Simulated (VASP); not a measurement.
Crystal: Ge.

```
CELL_PARAMETERS angstrom
2.71047 0.00000 0.00000
0.00000 2.71047 0.00000
0.00000 0.00000 2.71047
ATOMIC_POSITIONS crystal
Ge 0.00000 0.00000 0.00000
```

This isn't the form of Ge at room conditions, which is diamond.

```yaml
Program: VASP 6.6.1
Task: relaxation of cell and atoms
Functional: B3LYP
Potentials_or_basis: VASP PAW PBE potentials, release 64 (Ge_d)
Cutoff: 600 eV
k_mesh: 5 × 5 × 5
Occupations: fermi-dirac, width 0.05 eV
Spin: no spin polarisation
```

At the start: pressure 3.6 GPa; volume 19.91 Å³/atom.

How do energy, volume and symmetry change on relaxing?

Over 13 steps the energy falls by 11.6 meV/atom and the volume is 20.99 Å³/atom (+5.4 %); space group Pm-3m (No. 221, to 0.1 Å) before and after.

The path:
| step | energy change (eV) | largest force (eV/Å) | pressure (GPa) | volume (Å³) |
| --- | --- | --- | --- | --- |
| 1 | 0.0000 | 0.0000 | 3.60 | 19.91 |
| 2 | -0.0110 | 0.0000 | -0.89 | 21.23 |
| 3 | -0.0116 | 0.0000 | 0.22 | 20.96 |
| 4 | -0.0116 | 0.0000 | -0.32 | 21.02 |
| 5 | -0.0116 | 0.0000 | 0.12 | 20.99 |
| 6 | -0.0116 | 0.0000 | 0.12 | 20.99 |
| 7 | -0.0116 | 0.0000 | -0.16 | 20.99 |
| 8 | -0.0116 | 0.0000 | -0.11 | 20.99 |
| 9 | -0.0116 | 0.0000 | -0.09 | 20.99 |
| 10 | -0.0116 | 0.0000 | -0.09 | 20.99 |
| 11 | -0.0116 | 0.0000 | -0.10 | 20.99 |
| 12 | -0.0116 | 0.0000 | -0.13 | 20.99 |
| 13 | -0.0116 | 0.0000 | -0.03 | 20.99 |

Final structure:
```xyz
1
Lattice="2.7584 0.0000 0.0000 0.0000 2.7584 0.0000 0.0000 0.0000 2.7584" Properties=species:S:1:pos:R:3 pbc="T T T"
Ge    0.0000    0.0000    0.0000
```

Caveat: the k points lie up to 0.46 Å⁻¹ apart in the final cell, too coarse for converged energies and pressures of a metal; the PAW data sets were made with another functional, which shifts forces and pressure a little.
